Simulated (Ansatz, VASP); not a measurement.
CdS: VASP beside Ansatz

```xyz
4
Lattice="4.1230 0.0000 0.0000 -2.0615 3.5706 0.0000 0.0000 0.0000 6.6984" Properties=species:S:1:pos:R:3 pbc="T T T"
Cd    0.0000    2.3804   -0.0065
Cd    2.0615    1.1902    3.3427
S     0.0000    2.3804    2.5183
S     2.0615    1.1902    5.8675
```

Change from the starting cell: hydrostatic strain -1.0%.

Alike in both runs: task single point; functional r2SCAN; k mesh 12 × 12 × 4; no spin polarisation.

```csv
,VASP,Ansatz
version,VASP 6.6.1,Ansatz 0.2.0
potentials or method,"VASP PAW PBE potentials, release 64 (Cd, S)","plane waves, PAW"
plane-wave cutoff (eV),520,500
occupations,"gaussian, width 0.01 eV",fixed
valence electrons in the cell,36,52
```

|  | VASP | Ansatz | Ansatz less VASP |
| --- | --- | --- | --- |
| gap on the k mesh at the Fermi level (eV) | 1.70 | 1.71 | +0.004 |
| pressure (GPa) | 2.3 | 1.9 | -0.35 |

VASP's potentials were made for PBE, not for r2SCAN. VASP's potentials hold 36 valence electrons a cell and Ansatz's 52, so a difference there can come from the potentials and not from the codes.
